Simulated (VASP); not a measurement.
# BN (P6_3/mmc) in VASP: further runs

BN is run at these levels: PBE; tasks: electric field gradients.

All numbers are computed with VASP 6.6.1; they aren't measurements. Logs are shortened: lines on timing, memory, paths and dates and some standing lists are left out, and cuts for length are marked.

**1. The cell of the first run**

It takes space group P6_3/mmc (No. 194, hexagonal). Conventional cell: a = 2.504 Å, b = 2.504 Å, c = 6.661 Å, α = 90.00°, β = 90.00°, γ = 120.00°. Within 1.9 Å of B (site symmetry -6m2) lie 3 N at 1.45 Å. Within 1.9 Å of N (site symmetry -6m2) lie 3 B at 1.45 Å.

**2. Electric field gradients, PBE**

Input file INCAR:

```
ALGO = Normal ; EDIFF = 1E-8
ENCUT = 520 ; GGA = PE
ISIF = 2 ; ISMEAR = -1
LASPH = True ; LCHARG = False
LEFG = True ; LREAL = False
LWAVE = False ; NBANDS = 16
NELM = 100 ; PREC = Accurate
SIGMA = 0.02
```

Input file KPOINTS:

```
k-points
0
Gamma
  11 11 4
```

Input file POSCAR:

```
BN
1.0
    2.5039917043      0.0000000000      0.0000000000
   -1.2519958522      2.1685204268      0.0000000000
    0.0000000000      0.0000000000      6.6612000000
B N
2 2
Direct
    0.3333333333      0.6666666667      0.2500000000
    0.6666666667      0.3333333333      0.7500000000
    0.3333333333      0.6666666667      0.7500000000
    0.6666666667      0.3333333333      0.2500000000
```

Potentials or basis: VASP PAW PBE potentials, release 64 (B, N).

The run is started by

```
> cat potpaw_PBE.64/B/POTCAR potpaw_PBE.64/N/POTCAR > POTCAR
> mpirun -np 1 vasp_std > vasp.out
```

OUTCAR:

```text
EDIFF = 1E-8
   ENCUT = 520
   GGA = PE
   ISIF = 2
   ISMEAR = -1
   LASPH = True
   LREAL = False
   NELM = 100
   PREC = Accurate

 ion  position               nearest neighbor table
   1  0.333  0.667  0.250-   4 1.45   4 1.45   4 1.45
   2  0.667  0.333  0.750-   3 1.45   3 1.45   3 1.45
   3  0.333  0.667  0.750-   2 1.45   2 1.45   2 1.45
   4  0.667  0.333  0.250-   1 1.45   1 1.45   1 1.45

  LATTYP: Found a hexagonal cell.
 ALAT       =     2.5039917043
 C/A-ratio  =     2.6602324555

  Lattice vectors:

 A1 = (   2.5039917043,   0.0000000000,   0.0000000000)
 A2 = (  -1.2519958522,   2.1685204268,   0.0000000000)
 A3 = (   0.0000000000,   0.0000000000,   6.6612000000)

Analysis of symmetry for initial positions (statically):
=====================================================================
 Subroutine PRICEL returns:
 Original cell was already a primitive cell.

 Routine SETGRP: Setting up the symmetry group for a
 hexagonal supercell.

 Subroutine GETGRP returns: Found 24 space group operations
 (whereof 12 operations were pure point group operations)
 out of a pool of 24 trial point group operations.

The static configuration has the point symmetry D_3d.
 The point group associated with its full space group is D_6h.

Analysis of symmetry for dynamics (positions and initial velocities):
=====================================================================
 Subroutine PRICEL returns:
 Original cell was already a primitive cell.

 Routine SETGRP: Setting up the symmetry group for a
 hexagonal supercell.

 Subroutine GETGRP returns: Found 24 space group operations
 (whereof 12 operations were pure point group operations)
 out of a pool of 24 trial point group operations.

The dynamic configuration has the point symmetry D_3d.
 The point group associated with its full space group is D_6h.

 Subroutine INISYM returns: Found 24 space group operations
 (whereof 12 operations are pure point group operations),
 and found     1 'primitive' translations

----------------------------------------------------------------------------------------

                                     Primitive cell

  volume of cell :      36.1700

  direct lattice vectors                    reciprocal lattice vectors
     2.503991704  0.000000000  0.000000000     0.399362345  0.230571958  0.000000000
    -1.251995852  2.168520427  0.000000000     0.000000000  0.461143915  0.000000000
     0.000000000  0.000000000  6.661200000     0.000000000  0.000000000  0.150123101

  length of vectors
     2.503991704  2.503991704  6.661200000     0.461143915  0.461143915  0.150123101

  position of ions in fractional coordinates (direct lattice)
     0.333333333  0.666666667  0.250000000
     0.666666667  0.333333333  0.750000000
     0.333333333  0.666666667  0.750000000
     0.666666667  0.333333333  0.250000000

  ion indices of the primitive-cell ions
   primitive index   ion index
                 1           1
                 2           2
                 3           3
                 4           4

----------------------------------------------------------------------------------------

 KPOINTS: k-points

Automatic generation of k-mesh.
 Grid dimensions read from file:
 generate k-points for:   11   11    4

 Generating k-lattice:

  Cartesian coordinates                     Fractional coordinates (reciprocal lattice)
     0.036305668  0.020961087  0.000000000     0.090909091 -0.000000000  0.000000000
     0.000000000  0.041922174  0.000000000     0.000000000  0.090909091  0.000000000
     0.000000000  0.000000000  0.037530775     0.000000000  0.000000000  0.250000000

  Length of vectors
     0.041922174  0.041922174  0.037530775

  Shift w.r.t. Gamma in fractional coordinates (k-lattice)
     0.000000000  0.000000000  0.000000000

 Subroutine IBZKPT returns following result:
 ===========================================

 Found     48 irreducible k-points:

 Following reciprocal coordinates:
            Coordinates               Weight
  0.000000  0.000000  0.000000      1.000000
  0.090909  0.000000  0.000000      6.000000
  0.181818  0.000000  0.000000      6.000000
  0.272727  0.000000  0.000000      6.000000
  0.363636  0.000000  0.000000      6.000000
  0.454545  0.000000  0.000000      6.000000
[... 16 lines left out ...]
  0.090909  0.090909  0.250000     12.000000
  0.181818  0.090909  0.250000     24.000000
 [... further k-points ...]
   k-points           NKPTS =     48   k-points in BZ     NKDIM =     48   number of bands    NBANDS=     16
   number of dos      NEDOS =    301   number of ions     NIONS =      4
   total plane-waves  NPLWV =  20000
   dimension x,y,z NGX =    20 NGY =   20 NGZ =   50
   dimension x,y,z NGXF=    40 NGYF=   40 NGZF=  100
   ions per type =               2   2
   NGX,Y,Z   is equivalent  to a cutoff of  13.28, 13.28, 12.48 a.u.
   NGXF,Y,Z  is equivalent  to a cutoff of  26.56, 26.56, 24.96 a.u.
 SYSTEM =  unknown system
   PREC   = accura    normal or accurate (medium, high low for compatibility)
   ISTART =      0    job   : 0-new  1-cont  2-samecut
   ICHARG =      2    charge: 1-file 2-atom 10-const
   ISPIN  =      1    spin polarized calculation?
   LNONCOLLINEAR =      F non collinear calculations
   LSORBIT =      F    spin-orbit coupling
   LASPH  =      T    aspherical Exc in radial PAW
   ENCUT  =  520.0 eV  38.22 Ry    6.18 a.u.   4.66  4.66 12.39*2*pi/ulx,y,z
   NELM   =    100;   NELMIN=  2; NELMDL= -5     # of ELM steps
   EDIFF  = 0.1E-07   stopping-criterion for ELM
   LREAL  =      F    real-space projection
   EDIFFG = 0.1E-06   stopping-criterion for IOM
   NSW    =      0    number of steps for IOM
   IBRION =     -1    ionic relax: 0-MD 1-quasi-New 2-CG
   NFREE  =      0    steps in history (QN), initial steepest desc. (CG)
   ISIF   =      2    stress and relaxation
   ISYM   =      2    0-nonsym 1-usesym 2-fastsym
   POTIM  = 0.5000    time-step for ionic-motion
   TEBEG  =    0.0;   TEEND  =   0.0 temperature during run
   PSTRESS=    0.0 pullay stress
   NELECT =      16.0000    total number of electrons
   NUPDOWN=      -1.0000    fix difference up-down
   EMIN   =  10.00;   EMAX   =-10.00  energy-range for DOS
   EFERMI =   0.00;   METHOD = LEGACY
   ISMEAR =    -1;   SIGMA  =   0.02  broadening in eV -4-tet -1-fermi 0-gaus
   EFERMI_NEDOS =   21; number of points for ismear=-14 and -15
   IALGO  =     38    algorithm
   IMIX   =      4    mixing-type and parameters
     AMIX     =   0.40;   BMIX     =  1.00
     AMIX_MAG =   1.60;   BMIX_MAG =  1.00
  volume/ion in A,a.u.               =       9.04        61.02
  Fermi-wavevector in a.u.,A,eV,Ry     =   1.247379  2.357205 21.170055  1.555955
  Thomas-Fermi vector in A             =   2.381514
   LORBIT       =      0    0 simple, 1 ext, 2 COOP (PROOUT), +10 PAW based schemes
   GGA     = PE    functional components
   LHFCALC =     F    Hartree Fock is set to
   AEXX    =    0.0000 exact exchange contribution
   IVDW    =     0    specifies the selected vdW correction
   LEPSILON=     F    determine dielectric tensor
   LRPA    =     F    only Hartree local field effects (RPA)
 non-spin polarized calculation
  energy-cutoff  :      520.00
  volume of cell :       36.17
 maximum number of plane-waves:       991
 NGX is ok and might be reduce to    20
   NGX =  9   NGY =  9   NGZ = 25

 number of electron      15.9999998 magnetization

 Free energy of the ion-electron system (eV)
  ---------------------------------------------------
  ext. energy  EPLUGINS =         0.00000000
  ---------------------------------------------------
  free energy    TOTEN  =       -35.15478014 eV

  energy without entropy =      -35.15478014  energy(sigma->0) =      -35.15478014

 E-fermi :   2.7628     XC(G=0): -10.0491

 val. band max:        2.2771011547   @ k =   0.3636   0.2727   0.0000
 cond. band min:       6.6094454904   @ k =   0.4545   0.0909   0.0000
 fundamental gap:      4.3323443356
 Fermi energy:         2.7627568306

 k-point     1 :       0.0000    0.0000    0.0000
  band No.  band energies     occupation
      1     -15.5471      2.00000
      2     -15.2597      2.00000
      3      -3.9516      2.00000
      4      -1.8580      2.00000
      5       0.9177      2.00000
      6       0.9177      2.00000
[... 433 lines left out ...]
      3      -2.4873      2.00000
      4      -2.4330      2.00000
      5      -2.1567      2.00000
      6      -0.9013      2.00000
[... 8 lines left out ...]
     15      17.1368      0.00000
     16      17.1867      0.00000

 [... further k-points ...]
[... 5 lines left out ...]
  --------------------------------------------------------------------------------------
  -------------------------------------------------------------------------------------
  Total        0.8430100      0.8430100      0.6095399     -0.0000000      0.0000000     -0.0000000
  in kB       37.3417294     37.3417294     27.0000063     -0.0000000      0.0000000     -0.0000000
  external PRESSURE =      33.8944883 kB  Pullay stress =       0.0000000 kB

 VOLUME and BASIS-vectors are now :
 -----------------------------------------------------------------------------
  energy-cutoff  :      520.00
  volume of cell :       36.17
      direct lattice vectors                 reciprocal lattice vectors
     2.503991704  0.000000000  0.000000000     0.399362345  0.230571958  0.000000000
    -1.251995852  2.168520427  0.000000000     0.000000000  0.461143915  0.000000000
     0.000000000  0.000000000  6.661200000     0.000000000  0.000000000  0.150123101

 POSITION                                       TOTAL-FORCE (eV/Angst)
 -----------------------------------------------------------------------------------
     -0.00000      1.44568      1.66530         0.000000     -0.000000      0.000000
      1.25200      0.72284      4.99590        -0.000000      0.000000      0.000000
     -0.00000      1.44568      4.99590        -0.000000      0.000000      0.000000
      1.25200      0.72284      1.66530        -0.000000     -0.000000      0.000000
 -----------------------------------------------------------------------------------
    total drift:                               -0.000000      0.000000      0.000000

  FREE ENERGIE OF THE ION-ELECTRON SYSTEM (eV)
  ---------------------------------------------------
  free  energy   TOTEN  =       -35.1547801401 eV

  energy  without entropy=      -35.1547801401  energy(sigma->0) =      -35.15478014

 Electric field gradients (V/A^2)
---------------------------------------------------------------------
 ion       V_xx      V_yy      V_zz      V_xy      V_xz      V_yz
---------------------------------------------------------------------
   1     -17.545   -17.545    35.091     0.000    -0.000     0.000
   2     -17.545   -17.545    35.091     0.000     0.000    -0.000
   3      -0.856    -0.857     1.713    -0.001    -0.000     0.000
   4      -0.856    -0.857     1.713    -0.001     0.000    -0.000
---------------------------------------------------------------------

 Electric field gradients after diagonalization (V/A^2)
 (convention: |V_zz| > |V_xx| > |V_yy|)
----------------------------------------------------------------------
 ion       V_xx      V_yy      V_zz     asymmetry (V_yy - V_xx)/ V_zz
----------------------------------------------------------------------
   1     -17.545   -17.545    35.091       0.000
   2     -17.545   -17.545    35.091       0.000
   3      -0.857    -0.856     1.713       0.001
   4      -0.857    -0.856     1.713       0.001
----------------------------------------------------------------------

           NMR quadrupolar parameters

 Cq : quadrupolar parameter    Cq=e*Q*V_zz/h
 eta: asymmetry parameters     (V_yy - V_xx)/ V_zz
 Q  : nuclear electric quadrupole moment in mb (millibarn)
----------------------------------------------------------------------
 ion       Cq(MHz)       eta       Q (mb)
----------------------------------------------------------------------
   1       0.085       0.000       1.000
   2       0.085       0.000       1.000
   3       0.004       0.001       1.000
   4       0.004       0.001       1.000
----------------------------------------------------------------------
```

Wall time 12 s (1 thread of Intel Xeon 6975P-C (Granite Rapids), shared host); peak memory 0.15 GiB.

Results:

- Free energy: -35.1548 eV
- Pressure: 3.4 GPa
- Band gap on the k mesh: 4.33 eV, indirect (least direct gap 4.67 eV)

Electric field gradients, principal values (V/Å²):
| atom | least | middle | greatest (by size) |
| --- | --- | --- | --- |
| 1 B | -17.545 | -17.545 | 35.091 |
| 2 B | -17.545 | -17.545 | 35.091 |
| 3 N | -0.856 | -0.857 | 1.713 |
| 4 N | -0.856 | -0.857 | 1.713 |

Caveat: without QUAD_EFG the Cq values of the log hold for a quadrupole moment of 1 mb, not for the nuclei; this functional lacks dispersion, which binds the layers, so the pressure and a relaxed spacing across them are unreliable.

(Continued in part 2 of 2.)
